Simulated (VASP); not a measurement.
The system is MnS.

```xyz
2
Lattice="1.8300 1.0565 2.9709 -1.8300 1.0565 2.9709 0.0000 -2.1131 2.9709" Properties=species:S:1:pos:R:3 pbc="T T T"
Mn    0.0000    0.0000    0.0000
S     0.0000    0.0000    4.4564
```

Base run:

```yaml
Program: VASP 6.6.1
Functional: PBE
Potentials_or_basis: VASP PAW PBE potentials, release 64 (Mn_pv, S)
Cutoff: 520 eV
k_mesh: 8 × 8 × 8
Occupations: fermi-dirac, width 0.05 eV
Spin: collinear spin, ferromagnetic start
Starting_moments: "[8.0, 0.0] μB"
Fixed_moment: 8 μB
```

Its results: pressure 43.0 GPa; site moments Mn +5.01; S +1.09 μB.

Task: The run is repeated on the same cell with these changes: fixed moment from 8 μB to 4 μB; moments at the start from [8.0, 0.0] to [4.0, 0.0]. What comes out?

Result: Pressure -8.3 GPa; site moments Mn +3.79; S -0.00 μB.

Caveats: the total moment is fixed, so each spin has its own Fermi level; a cell with one magnetic atom can't hold antiferromagnetic order, which such compounds often take.
